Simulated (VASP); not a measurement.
# BN in VASP: notebook

Runs on BN. Level: PBE+D3(BJ). Tasks: single point.

Everything below comes from runs of VASP 6.6.1. Logs are shortened: lines on timing, memory, paths and dates and some standing lists are left out, and cuts for length are marked.

### 1 The cell of the first run

The cell holds a slab with vacuum, 2 atoms: a = 2.480 Å, b = 2.480 Å, c = 26.000 Å, α = 90.00°, β = 90.00°, γ = 120.00°.

### 2 Single point, PBE+D3(BJ)

Contents of INCAR:

```
SYSTEM = BN
ALGO     = Normal         ! electronic algorithm
DIPOL    = 0.5 0.5 0.500
EDIFF    = 1E-6           ! SCF threshold, eV
ENCUT    = 520            ! plane-wave cutoff, eV
GGA      = PE             ! functional
IDIPOL   = 3            
ISIF     = 2              ! what is computed and relaxed
ISMEAR   = 0              ! smearing method
IVDW     = 12             ! dispersion correction
LASPH    = .True.         ! aspherical terms in the spheres
LCHARG   = .False.        ! write CHGCAR
LDIPOL   = .True.       
LREAL    = .False.        ! projectors in reciprocal space
LWAVE    = .False.        ! write WAVECAR
NBANDS   = 11             ! bands
NELM     = 100            ! most SCF steps
PREC     = Accurate       ! precision mode
SIGMA    = 0.02           ! smearing width, eV
```

Contents of KPOINTS:

```
k-points
0
Gamma
  12 12 1
  0 0 0
```

Contents of POSCAR:

```
BN
1.0
    2.4800000000      0.0000000000      0.0000000000
   -1.2400000000      2.1477430014      0.0000000000
    0.0000000000      0.0000000000     26.0000000000
B N
1 1
Direct
    0.0000000000      0.0000000000      0.5137307692
    0.6666666667      0.3333333333      0.4862692308
```

Potentials or basis: VASP PAW PBE potentials, release 64 (B, N).

On the command line:

```console
$ cat potpaw_PBE.64/B/POTCAR potpaw_PBE.64/N/POTCAR > POTCAR
$ mpirun -np 1 vasp_std > vasp.out
```

OUTCAR:

```text
SYSTEM = BN
   EDIFF = 1E-6
   ENCUT = 520
   GGA = PE
   ISIF = 2
   ISMEAR = 0
   IVDW = 12
   LASPH = .True.
   LREAL = .False.
   NELM = 100
   PREC = Accurate
 IVDW          = 12

 ion  position               nearest neighbor table
   1  0.000  0.000  0.514-   2 1.60   2 1.60   2 1.60
   2  0.667  0.333  0.486-   1 1.60   1 1.60   1 1.60

  LATTYP: Found a hexagonal cell.
 ALAT       =     2.4800000000
 C/A-ratio  =    10.4838709677

  Lattice vectors:

 A1 = (   2.4800000000,   0.0000000000,   0.0000000000)
 A2 = (  -1.2400000000,   2.1477430014,   0.0000000000)
 A3 = (   0.0000000000,   0.0000000000,  26.0000000000)

Analysis of symmetry for initial positions (statically):
=====================================================================
 Subroutine PRICEL returns:
 Original cell was already a primitive cell.

 Routine SETGRP: Setting up the symmetry group for a
 hexagonal supercell.

 Subroutine GETGRP returns: Found  6 space group operations
 (whereof  6 operations were pure point group operations)
 out of a pool of 24 trial point group operations.

The static configuration has the point symmetry C_3v.

Analysis of symmetry for dynamics (positions and initial velocities):
=====================================================================
 Subroutine PRICEL returns:
 Original cell was already a primitive cell.

 Routine SETGRP: Setting up the symmetry group for a
 hexagonal supercell.

 Subroutine GETGRP returns: Found  6 space group operations
 (whereof  6 operations were pure point group operations)
 out of a pool of 24 trial point group operations.

The dynamic configuration has the point symmetry C_3v.

 Subroutine INISYM returns: Found  6 space group operations
 (whereof  6 operations are pure point group operations),
 and found     1 'primitive' translations

----------------------------------------------------------------------------------------

                                     Primitive cell

  volume of cell :     138.4865

  direct lattice vectors                    reciprocal lattice vectors
     2.480000000  0.000000000  0.000000000     0.403225806  0.232802528  0.000000000
    -1.240000000  2.147743001  0.000000000     0.000000000  0.465605056  0.000000000
     0.000000000  0.000000000 26.000000000     0.000000000  0.000000000  0.038461538

  length of vectors
     2.480000000  2.480000000 26.000000000     0.465605056  0.465605056  0.038461538

  position of ions in fractional coordinates (direct lattice)
     0.000000000  0.000000000  0.513730769
     0.666666667  0.333333333  0.486269231

  ion indices of the primitive-cell ions
   primitive index   ion index
[... 84 lines left out ...]
   EFERMI_NEDOS =   21; number of points for ismear=-14 and -15
   IALGO  =     38    algorithm
   IMIX   =      4    mixing-type and parameters
     AMIX     =   0.40;   BMIX     =  1.00
     AMIX_MAG =   1.60;   BMIX_MAG =  1.00
  volume/ion in A,a.u.               =      69.24       467.28
  Fermi-wavevector in a.u.,A,eV,Ry     =   0.632852  1.195917  5.449161  0.400502
  Thomas-Fermi vector in A             =   1.696309
   LORBIT       =      0    0 simple, 1 ext, 2 COOP (PROOUT), +10 PAW based schemes
   GGA     = PE    functional components
   LHFCALC =     F    Hartree Fock is set to
   AEXX    =    0.0000 exact exchange contribution
   IVDW    =    12    specifies the selected vdW correction
   LEPSILON=     F    determine dielectric tensor
   LRPA    =     F    only Hartree local field effects (RPA)
 non-spin polarized calculation
 Gauss-broadening in eV      SIGMA  =   0.02
  energy-cutoff  :      520.00
  volume of cell :      138.49
 maximum number of plane-waves:      3774
   NGX =  9   NGY =  9   NGZ = 97

 number of electron       7.9999998 magnetization

 dipolmoment           0.000000      0.000000     -0.093463 electrons x Angstroem

 Free energy of the ion-electron system (eV)
  ---------------------------------------------------
  ext. energy  EPLUGINS =         0.00000000
  ---------------------------------------------------
  free energy    TOTEN  =       -13.92477307 eV

  energy without entropy =      -13.92447862  energy(sigma->0) =      -13.92462585

 E-fermi :  -3.4838     XC(G=0):  -1.8474

 val. band max:       -3.5684704229   @ k =   0.0833   0.0000   0.0000
 cond. band min:      -3.4700889226   @ k =   0.0833   0.0000   0.0000
 fundamental gap:      0.0983815003
 Fermi energy:        -3.4837703295

 k-point     1 :       0.0000    0.0000    0.0000
  band No.  band energies     occupation
      1     -21.5831      2.00000
      2     -10.3613      2.00000
      3      -3.6789      2.00000
      4      -3.3190      0.00000
      5      -3.3190      0.00000
      6      -0.6704      0.00000
      7       0.0253      0.00000
      8       1.0813      0.00000
      9       2.3240      0.00000
     10       2.7195      0.00000
     11       3.1626      0.00000
[... 239 lines left out ...]
 k-point    19 :       0.3333    0.3333    0.0000
  band No.  band energies     occupation
      1     -17.3089      2.00000
      2     -10.6541      2.00000
      3     -10.3818      2.00000
      4      -5.4041      2.00000
      5      -1.9522      0.00000
      6       2.6121      0.00000
      7       6.1600      0.00000
      8       9.5277      0.00000
      9       9.6510      0.00000
     10      10.0754      0.00000
     11      10.6844      0.00000

------------------------ aborting loop because EDIFF is reached ----------------------------------------

 vacuum level on the upper side and lower side of the slab       (xc-potential included)        -1.565         1.547

 Edisp (eV)   -0.15506

 E8    (eV) :    -0.0497

  FORCE on cell =-STRESS in cart. coord.  units (eV):
  Direction    XX          YY          ZZ          XY          YZ          ZX
  --------------------------------------------------------------------------------------
  -------------------------------------------------------------------------------------
  Total       0.94264     0.94264    -6.96986     0.00000     0.00000     0.00000
  in kB      10.90563    10.90563   -80.63570     0.00000     0.00000     0.00000
  external pressure =      -19.61 kB  Pullay stress =        0.00 kB

 VOLUME and BASIS-vectors are now :
 -----------------------------------------------------------------------------
  energy-cutoff  :      520.00
  volume of cell :      138.49
      direct lattice vectors                 reciprocal lattice vectors
     2.480000000  0.000000000  0.000000000     0.403225806  0.232802528  0.000000000
    -1.240000000  2.147743001  0.000000000     0.000000000  0.465605056  0.000000000
     0.000000000  0.000000000 26.000000000     0.000000000  0.000000000  0.038461538

 POSITION                                       TOTAL-FORCE (eV/Angst)
 -----------------------------------------------------------------------------------
      0.00000      0.00000     13.35700         0.000000      0.000000     -9.745976
      1.24000      0.71591     12.64300        -0.000000      0.000000      9.745976
 -----------------------------------------------------------------------------------
    total drift:                                0.000000      0.000000     -0.000045

  FREE ENERGIE OF THE ION-ELECTRON SYSTEM (eV)
  ---------------------------------------------------
  free  energy   TOTEN  =       -14.0798316819 eV

  energy  without entropy=      -14.0795372298  energy(sigma->0) =      -14.07968446

 vacuum level on the upper side and lower side of the slab        -0.570         2.622
```

OSZICAR:

```text
N       E                     dE             d eps       ncg     rms          rms(c)
DAV:   1     0.630055041808E+02    0.63006E+02   -0.30151E+03   418   0.513E+02
DAV:   2    -0.975172093671E+01   -0.72757E+02   -0.62225E+02   659   0.109E+02
DAV:   3    -0.158167150929E+02   -0.60650E+01   -0.60588E+01   592   0.467E+01
[... 14 lines left out ...]
DAV:  18    -0.139247527969E+02   -0.20691E-04   -0.20780E-06   525   0.272E-03    0.612E-04
DAV:  19    -0.139247680805E+02   -0.15284E-04   -0.15388E-06   480   0.165E-03    0.383E-04
DAV:  20    -0.139247712850E+02   -0.32045E-05   -0.27569E-07   502   0.120E-03    0.249E-04
DAV:  21    -0.139247728502E+02   -0.15652E-05   -0.12900E-07   490   0.722E-04    0.762E-05
DAV:  22    -0.139247730728E+02   -0.22264E-06   -0.83074E-09   511   0.233E-04
   1 F= -.14079832E+02 E0= -.14079684E+02  d E =-.294452E-03
```

Wall time 26 s (1 thread of AMD EPYC 9R45 (Zen 5), shared host); peak memory 0.21 GiB.

Results:

```yaml
Free_energy: -14.0798 eV
Largest_force: 9.746 eV/Å
Band_gap_on_the_k_mesh: zero (bands 4 and 5 overlap by 0.15 eV)
Dispersion_energy_per_atom: -0.078 eV
```

Forces on the atoms (eV/Å):
```
B    0.000  0.000 -9.746
N    0.000  0.000  9.746
```

### 3 Single point, PBE+D3(BJ)

Contents of INCAR:

```
PREC = Accurate ; ENCUT = 520
EDIFF = 1E-7 ; ISMEAR = 0
SIGMA = 0.02 ; LREAL = False
LASPH = True ; NELM = 80
ALGO = Normal ; ISIF = 2
LWAVE = False ; LCHARG = False
LDIPOL = True ; IDIPOL = 3
DIPOL = 0.5 0.5 0.500 ; GGA = PE
IVDW = 12 ; NBANDS = 11
```

Contents of KPOINTS:

```
regular mesh
0
Gamma
  12 12 1
```

Contents of POSCAR:

```
BN
1.0
    2.4800000000      0.0000000000      0.0000000000
   -1.2400000000      2.1477430014      0.0000000000
    0.0000000000      0.0000000000     26.0000000000
B N
1 1
Direct
    0.0000000000      0.0000000000      0.5192307692
    0.6666666667      0.3333333333      0.4807692308
```

Potentials or basis: VASP PAW PBE potentials, release 64 (B, N).

On the command line:

```console
$ cat potpaw_PBE.64/B/POTCAR potpaw_PBE.64/N/POTCAR > POTCAR
$ mpirun -np 1 vasp_std > vasp.out
```

OUTCAR:

```text
PREC = Accurate
   ENCUT = 520
   EDIFF = 1E-7
   ISMEAR = 0
   LREAL = False
   LASPH = True
   NELM = 80
   ISIF = 2
   GGA = PE
   IVDW = 12
 IVDW          = 12

 ion  position               nearest neighbor table
   1  0.000  0.000  0.519-   2 1.75   2 1.75   2 1.75
   2  0.667  0.333  0.481-   1 1.75   1 1.75   1 1.75

  LATTYP: Found a hexagonal cell.
 ALAT       =     2.4800000000
 C/A-ratio  =    10.4838709677

  Lattice vectors:

 A1 = (   2.4800000000,   0.0000000000,   0.0000000000)
 A2 = (  -1.2400000000,   2.1477430014,   0.0000000000)
[... 452 lines left out ...]

  FORCE on cell =-STRESS in cart. coord.  units (eV):
  Direction    XX          YY          ZZ          XY          YZ          ZX
  --------------------------------------------------------------------------------------
  -------------------------------------------------------------------------------------
  Total      -1.97881    -1.97881    -7.35661     0.00000    -0.00000     0.00000
  in kB     -22.89330   -22.89330   -85.11010     0.00000    -0.00000     0.00000
  external pressure =      -43.63 kB  Pullay stress =        0.00 kB

 VOLUME and BASIS-vectors are now :
 -----------------------------------------------------------------------------
  energy-cutoff  :      520.00
  volume of cell :      138.49
      direct lattice vectors                 reciprocal lattice vectors
     2.480000000  0.000000000  0.000000000     0.403225806  0.232802528  0.000000000
    -1.240000000  2.147743001  0.000000000     0.000000000  0.465605056  0.000000000
     0.000000000  0.000000000 26.000000000     0.000000000  0.000000000  0.038461538

 POSITION                                       TOTAL-FORCE (eV/Angst)
 -----------------------------------------------------------------------------------
      0.00000      0.00000     13.50000        -0.000000      0.000000     -7.342737
      1.24000      0.71591     12.50000         0.000000     -0.000000      7.342737
 -----------------------------------------------------------------------------------
    total drift:                               -0.000000      0.000000      0.000037

  FREE ENERGIE OF THE ION-ELECTRON SYSTEM (eV)
  ---------------------------------------------------
  free  energy   TOTEN  =       -11.5844291309 eV

  energy  without entropy=      -11.5833782065  energy(sigma->0) =      -11.58390367

 vacuum level on the upper side and lower side of the slab         0.027         2.435
```

OSZICAR:

```text
N       E                     dE             d eps       ncg     rms          rms(c)
DAV:   1     0.587792508565E+02    0.58779E+02   -0.29616E+03   418   0.513E+02
DAV:   2    -0.738773067395E+01   -0.66167E+02   -0.57547E+02   707   0.102E+02
DAV:   3    -0.126316405342E+02   -0.52439E+01   -0.52351E+01   592   0.429E+01
[... 16 lines left out ...]
DAV:  20    -0.114305354085E+02   -0.71623E-05   -0.43378E-07   498   0.160E-03    0.370E-04
DAV:  21    -0.114305368325E+02   -0.14240E-05   -0.50621E-08   548   0.612E-04    0.131E-04
DAV:  22    -0.114305376856E+02   -0.85317E-06   -0.35502E-08   511   0.397E-04    0.922E-05
DAV:  23    -0.114305378299E+02   -0.14432E-06   -0.35248E-09   536   0.200E-04    0.433E-05
DAV:  24    -0.114305378738E+02   -0.43870E-07   -0.64946E-10   473   0.794E-05
   1 F= -.11584429E+02 E0= -.11583904E+02  d E =-.105092E-02
```

It took 29 s on 1 thread of AMD EPYC 9R45 (Zen 5), shared host; peak memory 0.21 GiB.

What came out:

- Free energy: -11.5844 eV
- Largest force: 7.343 eV/Å
- Band gap on the k mesh: zero (bands 4 and 5 overlap by 1.40 eV)
- Dispersion energy per atom: -0.077 eV

Forces in eV/Å, atoms in the order of the input:
```
B    0.000  0.000 -7.343
N    0.000  0.000  7.343
```

### 4 Single point, PBE+D3(BJ)

This run uses another cell than the first one.

Contents of INCAR:

```
SYSTEM = BN
PREC = Accurate
ENCUT = 520
EDIFF = 1E-6
ISMEAR = 0
SIGMA = 0.02
LREAL = .False.
LASPH = .True.
NELM = 100
ALGO = Normal
ISIF = 2
LWAVE = .False.
LCHARG = .False.
LDIPOL = .True.
IDIPOL = 3
DIPOL = 0.5 0.5 0.500
GGA = PE
IVDW = 12
NBANDS = 11
```

Contents of KPOINTS:

```
Automatic mesh
0
Gamma
  12 12 1
  0 0 0
```

Contents of POSCAR:

```
BN
1.0
    2.5120000000      0.0000000000      0.0000000000
   -1.2560000000      2.1754558143      0.0000000000
    0.0000000000      0.0000000000     26.0000000000
B N
1 1
Direct
    0.0000000000      0.0000000000      0.5055000000
    0.6666666667      0.3333333333      0.4945000000
```

On the command line:

```console
$ cat potpaw_PBE.64/B/POTCAR potpaw_PBE.64/N/POTCAR > POTCAR
$ mpirun -np 1 vasp_std > vasp.out
```

It took 30 s on 1 thread of AMD EPYC 9R45 (Zen 5), shared host; peak memory 0.23 GiB.

It converged, with:

```yaml
Free_energy: -17.1625 eV
Largest_force: 4.141 eV/Å
Band_gap_on_the_k_mesh: 3.67 eV (least direct gap 4.22 eV)
Dispersion_energy_per_atom: -0.077 eV
```

Forces in eV/Å, atoms in the order of the input:
```
B    0.000  0.000 -4.141
N    0.000  0.000  4.141
```

Levels at points of the mesh, in eV from the valence-band top:
| k point | band 1 | band 2 | band 3 | band 4 | band 5 | band 6 | band 7 | band 8 |
| --- | --- | --- | --- | --- | --- | --- | --- | --- |
| (0.00, 0.00, 0.00) | -17.38 | -5.06 | -0.73 | -0.73 | 3.67 | 5.08 | 5.72 | 6.53 |
| (0.50, 0.00, 0.00) | -14.24 | -8.51 | -3.48 | -0.82 | 4.11 | 9.47 | 11.80 | 12.44 |

### 5 Summary

```tsv
cell	gap on the mesh (eV)	largest force (eV/Å)
a = 2.480, b = 2.480, c = 26.000 Å, angles 90.0, 90.0, 120.0°, 2 atoms, atomic positions A	none	9.75
a = 2.480, b = 2.480, c = 26.000 Å, angles 90.0, 90.0, 120.0°, 2 atoms, atomic positions B	none	7.34
a = 2.512, b = 2.512, c = 26.000 Å, angles 90.0, 90.0, 120.0°, 2 atoms, atomic positions C	3.67	4.14
```

Alike in all rows: task single point; level PBE+D3(BJ); potentials or basis VASP PAW PBE potentials, release 64 (B, N); no spin polarisation; k mesh 12 × 12 × 1; cutoff (eV) 520; smearing gaussian 0.02 eV.

Absolute energies hang on the potentials; compare differences alone.
